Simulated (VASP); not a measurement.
# SbMo3 (P6_3/mmc) in VASP: single point with PBE

Aim: the single point of SbMo3 with PBE.

Program: VASP 6.6.1. These are calculated values, not measurements. Logs are shortened: lines on timing, memory, paths and dates and some standing lists are left out, and cuts for length are marked.

## 1. The cell of the first run

It takes space group P6_3/mmc (No. 194, hexagonal). Conventional cell: a = 5.658 Å, b = 5.658 Å, c = 4.864 Å, α = 90.00°, β = 90.00°, γ = 120.00°. Within 3.7 Å of Sb (site symmetry -6m2) lie 12 Mo at 2.83 to 2.95 Å. Mo (site symmetry mm2) has 8 Mo at 2.77 to 2.91 Å and 4 Sb at 2.83 to 2.95 Å within 3.7 Å.

## 2. Single point, PBE

Input file INCAR:

```
  PREC = Accurate
  ENCUT = 520
  EDIFF = 1E-7
  ISMEAR = 0
  SIGMA = 0.1
  LREAL = False
  LASPH = True
  NELM = 100
  ALGO = Fast
  ISIF = 2
  LWAVE = False
  LCHARG = False
  GGA = PE
  NBANDS = 57
```

Input file KPOINTS:

```
Automatic mesh
0
Gamma
  12 12 8
```

Input file POSCAR:

```
SbMo3
1.0
    5.6581691829      0.0000000000      0.0000000000
   -2.8290845915      4.9001182513      0.0000000000
    0.0000000000      0.0000000000      4.8641725230
Sb Mo
2 6
Direct
    0.3333333333      0.6666666667      0.2500000000
    0.6666666667      0.3333333333      0.7500000000
    0.8365965462      0.6731930924      0.2500000000
    0.1634034538      0.8365965462      0.7500000000
    0.3268069076      0.1634034538      0.2500000000
    0.1634034538      0.3268069076      0.7500000000
    0.8365965462      0.1634034538      0.2500000000
    0.6731930924      0.8365965462      0.7500000000
```

Potentials or basis: VASP PAW PBE potentials, release 64 (Sb, Mo_sv).

The run is started by

```console
> cat potpaw_PBE.64/Sb/POTCAR potpaw_PBE.64/Mo_sv/POTCAR > POTCAR
> mpirun -np 1 vasp_std > vasp.out
```

OUTCAR:

```text
PREC = Accurate
   ENCUT = 520
   EDIFF = 1E-7
   ISMEAR = 0
   LREAL = False
   LASPH = True
   NELM = 100
   ISIF = 2
   GGA = PE

 ion  position               nearest neighbor table
   1  0.333  0.667  0.250-   3 2.83   5 2.83   7 2.83   7 2.83   3 2.83   5 2.83   4 2.95   4 2.95
                             8 2.95   8 2.95   6 2.95   6 2.95
   2  0.667  0.333  0.750-   6 2.83   8 2.83   4 2.83   4 2.83   6 2.83   8 2.83   7 2.95   7 2.95
                             5 2.95   5 2.95   3 2.95   3 2.95
   3  0.837  0.673  0.250-   5 2.77   7 2.77   1 2.83   1 2.83   5 2.88   7 2.88   4 2.91   4 2.91
                             8 2.91   8 2.91   2 2.95   2 2.95
   4  0.163  0.837  0.750-   8 2.77   6 2.77   2 2.83   2 2.83   8 2.88   6 2.88   3 2.91   3 2.91
                             5 2.91   5 2.91   1 2.95   1 2.95
   5  0.327  0.163  0.250-   3 2.77   7 2.77   1 2.83   1 2.83   3 2.88   7 2.88   4 2.91   4 2.91
                             6 2.91   6 2.91   2 2.95   2 2.95
   6  0.163  0.327  0.750-   8 2.77   4 2.77   2 2.83   2 2.83   8 2.88   4 2.88   7 2.91   7 2.91
                             5 2.91   5 2.91   1 2.95   1 2.95
   7  0.837  0.163  0.250-   5 2.77   3 2.77   1 2.83   1 2.83   5 2.88   3 2.88   6 2.91   6 2.91
                             8 2.91   8 2.91   2 2.95   2 2.95
   8  0.673  0.837  0.750-   6 2.77   4 2.77   2 2.83   2 2.83   6 2.88   4 2.88   7 2.91   7 2.91
                             3 2.91   3 2.91   1 2.95   1 2.95

  LATTYP: Found a hexagonal cell.
 ALAT       =     5.6581691829
 C/A-ratio  =     0.8596725135

  Lattice vectors:

 A1 = (   5.6581691829,   0.0000000000,   0.0000000000)
 A2 = (  -2.8290845915,   4.9001182513,   0.0000000000)
 A3 = (   0.0000000000,   0.0000000000,   4.8641725230)

Analysis of symmetry for initial positions (statically):
=====================================================================
 Subroutine PRICEL returns:
 Original cell was already a primitive cell.

 Routine SETGRP: Setting up the symmetry group for a
 hexagonal supercell.

 Subroutine GETGRP returns: Found 24 space group operations
 (whereof 12 operations were pure point group operations)
 out of a pool of 24 trial point group operations.

The static configuration has the point symmetry D_3d.
 The point group associated with its full space group is D_6h.

Analysis of symmetry for dynamics (positions and initial velocities):
=====================================================================
 Subroutine PRICEL returns:
 Original cell was already a primitive cell.

 Routine SETGRP: Setting up the symmetry group for a
 hexagonal supercell.

 Subroutine GETGRP returns: Found 24 space group operations
 (whereof 12 operations were pure point group operations)
 out of a pool of 24 trial point group operations.

The dynamic configuration has the point symmetry D_3d.
 The point group associated with its full space group is D_6h.

 Subroutine INISYM returns: Found 24 space group operations
 (whereof 12 operations are pure point group operations),
 and found     1 'primitive' translations

----------------------------------------------------------------------------------------

                                     Primitive cell

  volume of cell :     134.8626

  direct lattice vectors                    reciprocal lattice vectors
     5.658169183  0.000000000  0.000000000     0.176735613  0.102038354  0.000000000
    -2.829084592  4.900118251  0.000000000     0.000000000  0.204076708  0.000000000
     0.000000000  0.000000000  4.864172523     0.000000000  0.000000000  0.205584813

  length of vectors
     5.658169183  5.658169183  4.864172523     0.204076708  0.204076708  0.205584813

  position of ions in fractional coordinates (direct lattice)
     0.333333333  0.666666667  0.250000000
     0.666666667  0.333333333  0.750000000
     0.836596546  0.673193092  0.250000000
     0.163403454  0.836596546  0.750000000
     0.326806908  0.163403454  0.250000000
     0.163403454  0.326806908  0.750000000
     0.836596546  0.163403454  0.250000000
     0.673193092  0.836596546  0.750000000

  ion indices of the primitive-cell ions
   primitive index   ion index
                 1           1
                 2           2
                 3           3
                 4           4
                 5           5
                 6           6
                 7           7
                 8           8

----------------------------------------------------------------------------------------

 KPOINTS: Automatic mesh

Automatic generation of k-mesh.
 Grid dimensions read from file:
 generate k-points for:   12   12    8

 Generating k-lattice:

  Cartesian coordinates                     Fractional coordinates (reciprocal lattice)
     0.014727968  0.008503196  0.000000000     0.083333333  0.000000000  0.000000000
     0.000000000  0.017006392  0.000000000     0.000000000  0.083333333  0.000000000
     0.000000000  0.000000000  0.025698102     0.000000000  0.000000000  0.125000000

  Length of vectors
     0.017006392  0.017006392  0.025698102

  Shift w.r.t. Gamma in fractional coordinates (k-lattice)
     0.000000000  0.000000000  0.000000000

 Subroutine IBZKPT returns following result:
 ===========================================

 Found     95 irreducible k-points:

 Following reciprocal coordinates:
            Coordinates               Weight
  0.000000  0.000000  0.000000      1.000000
  0.083333 -0.000000  0.000000      6.000000
  0.166667  0.000000  0.000000      6.000000
  0.250000  0.000000  0.000000      6.000000
  0.333333 -0.000000  0.000000      6.000000
  0.416667  0.000000  0.000000      6.000000
[... 16 lines left out ...]
  0.250000  0.000000  0.125000     12.000000
  0.333333 -0.000000  0.125000     12.000000
 [... further k-points ...]
   k-points           NKPTS =     95   k-points in BZ     NKDIM =     95   number of bands    NBANDS=     57
   number of dos      NEDOS =    301   number of ions     NIONS =      8
   total plane-waves  NPLWV =  63504
   dimension x,y,z NGX =    42 NGY =   42 NGZ =   36
   dimension x,y,z NGXF=    84 NGYF=   84 NGZF=   72
   ions per type =               2   6
   NGX,Y,Z   is equivalent  to a cutoff of  12.34, 12.34, 12.30 a.u.
   NGXF,Y,Z  is equivalent  to a cutoff of  24.68, 24.68, 24.61 a.u.
 SYSTEM =  unknown system
   PREC   = accura    normal or accurate (medium, high low for compatibility)
   ISTART =      0    job   : 0-new  1-cont  2-samecut
   ICHARG =      2    charge: 1-file 2-atom 10-const
   ISPIN  =      1    spin polarized calculation?
   LNONCOLLINEAR =      F non collinear calculations
   LSORBIT =      F    spin-orbit coupling
   LASPH  =      T    aspherical Exc in radial PAW
   ENCUT  =  520.0 eV  38.22 Ry    6.18 a.u.  10.52 10.52  9.04*2*pi/ulx,y,z
   NELM   =    100;   NELMIN=  2; NELMDL= -5     # of ELM steps
   EDIFF  = 0.1E-06   stopping-criterion for ELM
   LREAL  =      F    real-space projection
   EDIFFG = 0.1E-05   stopping-criterion for IOM
   NSW    =      0    number of steps for IOM
   IBRION =     -1    ionic relax: 0-MD 1-quasi-New 2-CG
   NFREE  =      0    steps in history (QN), initial steepest desc. (CG)
   ISIF   =      2    stress and relaxation
   ISYM   =      2    0-nonsym 1-usesym 2-fastsym
   POTIM  = 0.5000    time-step for ionic-motion
   TEBEG  =    0.0;   TEEND  =   0.0 temperature during run
   PSTRESS=    0.0 pullay stress
   NELECT =      94.0000    total number of electrons
   NUPDOWN=      -1.0000    fix difference up-down
   EMIN   =  10.00;   EMAX   =-10.00  energy-range for DOS
   EFERMI =   0.00;   METHOD = LEGACY
   ISMEAR =     0;   SIGMA  =   0.10  broadening in eV -4-tet -1-fermi 0-gaus
   EFERMI_NEDOS =   21; number of points for ismear=-14 and -15
   IALGO  =     68    algorithm
   IMIX   =      4    mixing-type and parameters
     AMIX     =   0.40;   BMIX     =  1.00
     AMIX_MAG =   1.60;   BMIX_MAG =  1.00
  volume/ion in A,a.u.               =      16.86       113.76
  Fermi-wavevector in a.u.,A,eV,Ry     =   1.451511  2.742958 28.665895  2.106884
  Thomas-Fermi vector in A             =   2.569000
   LORBIT       =      0    0 simple, 1 ext, 2 COOP (PROOUT), +10 PAW based schemes
   GGA     = PE    functional components
   LHFCALC =     F    Hartree Fock is set to
   AEXX    =    0.0000 exact exchange contribution
   IVDW    =     0    specifies the selected vdW correction
   LEPSILON=     F    determine dielectric tensor
   LRPA    =     F    only Hartree local field effects (RPA)
 non-spin polarized calculation
 RMM-DIIS sequential band-by-band and
 Gauss-broadening in eV      SIGMA  =   0.10
  energy-cutoff  :      520.00
  volume of cell :      134.86
 maximum number of plane-waves:      3666
   NGX = 21   NGY = 21   NGZ = 19

 number of electron      94.0000003 magnetization

 Free energy of the ion-electron system (eV)
  ---------------------------------------------------
  ext. energy  EPLUGINS =         0.00000000
  ---------------------------------------------------
  free energy    TOTEN  =       -71.88705613 eV

  energy without entropy =      -71.86282001  energy(sigma->0) =      -71.87493807

 E-fermi :  12.7278     XC(G=0): -12.7953

 val. band max:       12.7220588878   @ k =   0.1667   0.1667   0.1250
 cond. band min:      12.7351260287   @ k =   0.0833   0.0833   0.5000
 fundamental gap:      0.0130671409
 Fermi energy:        12.7278408780

 k-point     1 :       0.0000    0.0000    0.0000
  band No.  band energies     occupation
      1     -48.4436      2.00000
      2     -48.3350      2.00000
      3     -48.3001      2.00000
      4     -48.3001      2.00000
      5     -48.2479      2.00000
      6     -48.2479      2.00000
[... 49 lines left out ...]
     56      14.4816      0.00000
     57      14.4816      0.00000

 k-point     2 :       0.0833   -0.0000    0.0000
  band No.  band energies     occupation
      1     -48.4418      2.00000
      2     -48.3337      2.00000
      3     -48.3020      2.00000
      4     -48.3001      2.00000
      5     -48.2492      2.00000
      6     -48.2478      2.00000
[... 49 lines left out ...]
     56      14.5836      0.00000
     57      14.6947      0.00000

 k-point     3 :       0.1667    0.0000    0.0000
  band No.  band energies     occupation
      1     -48.4364      2.00000
      2     -48.3303      2.00000
      3     -48.3071      2.00000
      4     -48.3003      2.00000
      5     -48.2531      2.00000
      6     -48.2478      2.00000
[... 1194 lines left out ...]
      1     -48.4240      2.00000
      2     -48.3303      2.00000
      3     -48.3113      2.00000
      4     -48.2985      2.00000
      5     -48.2617      2.00000
      6     -48.2497      2.00000
[... 49 lines left out ...]
     56      14.8822      0.00000
     57      14.9110      0.00000

 k-point    24 :       0.3333   -0.0000    0.1250
  band No.  band energies     occupation
      1     -48.4141      2.00000
      2     -48.3327      2.00000
      3     -48.3107      2.00000
      4     -48.2987      2.00000
      5     -48.2702      2.00000
      6     -48.2496      2.00000
[... 49 lines left out ...]
     56      14.6233      0.00000
     57      14.9896      0.00000

 [... further k-points ...]

------------------------ aborting loop because EDIFF is reached ----------------------------------------

  FORCE on cell =-STRESS in cart. coord.  units (eV):
  Direction    XX          YY          ZZ          XY          YZ          ZX
  --------------------------------------------------------------------------------------
  -------------------------------------------------------------------------------------
  Total        0.2009890      0.2009890      0.1964722     -0.0000000     -0.0000000      0.0000000
  in kB        2.3877636      2.3877636      2.3341037     -0.0000000     -0.0000000      0.0000000
  external PRESSURE =       2.3698770 kB  Pullay stress =       0.0000000 kB

 VOLUME and BASIS-vectors are now :
 -----------------------------------------------------------------------------
  energy-cutoff  :      520.00
  volume of cell :      134.86
      direct lattice vectors                 reciprocal lattice vectors
     5.658169183  0.000000000  0.000000000     0.176735613  0.102038354  0.000000000
    -2.829084592  4.900118251  0.000000000     0.000000000  0.204076708  0.000000000
     0.000000000  0.000000000  4.864172523     0.000000000  0.000000000  0.205584813

 POSITION                                       TOTAL-FORCE (eV/Angst)
 -----------------------------------------------------------------------------------
     -0.00000      3.26675      1.21604        -0.000000     -0.000000     -0.000000
      2.82908      1.63337      3.64813        -0.000000     -0.000000     -0.000000
      2.82908      3.29873      1.21604         0.000000     -0.004347      0.000000
     -1.44224      4.09942      3.64813         0.003765     -0.002174     -0.000000
      1.38685      0.80070      1.21604         0.003765      0.002174     -0.000000
     -0.00000      1.60139      3.64813        -0.000000      0.004347     -0.000000
      4.27132      0.80070      1.21604        -0.003765      0.002174     -0.000000
      1.44224      4.09942      3.64813        -0.003765     -0.002174      0.000000
 -----------------------------------------------------------------------------------
    total drift:                                0.000000     -0.000000      0.000000

  FREE ENERGIE OF THE ION-ELECTRON SYSTEM (eV)
  ---------------------------------------------------
  free  energy   TOTEN  =       -71.8870561253 eV

  energy  without entropy=      -71.8628200062  energy(sigma->0) =      -71.87493807
```

It took 20 min on 1 thread of Intel Xeon 8259CL, shared host; peak memory 0.62 GiB.

Results:

```yaml
Free_energy: -71.8871 eV
Pressure: 0.2 GPa
Largest_force: 0.004 eV/Å
Band_gap_on_the_k_mesh: zero (bands 47 and 48 overlap by 0.88 eV)
```

Forces in eV/Å, atoms in the order of the input:
```
Sb   0.000  0.000  0.000
Sb   0.000  0.000  0.000
Mo   0.000 -0.004  0.000
Mo   0.004 -0.002  0.000
Mo   0.004  0.002  0.000
Mo   0.000  0.004  0.000
Mo  -0.004  0.002  0.000
Mo  -0.004 -0.002  0.000
```

Levels at points of the mesh, in eV from the Fermi level:
```
           k point  band 45  band 46  band 47  band 48  band 49  band 50
(0.00, 0.00, 0.00)    -1.22     0.32     0.32     0.64     0.64     0.76
(0.50, 0.00, 0.00)    -0.71    -0.71    -0.65    -0.26     0.40     0.52
(0.00, 0.00, 0.50)     0.16     0.16     0.16     0.16     0.43     0.43
(0.50, 0.00, 0.50)    -0.48    -0.48    -0.12    -0.12     0.23     0.23
```

Caveat: spin-orbit coupling is left out, which moves the levels of the heavy elements.
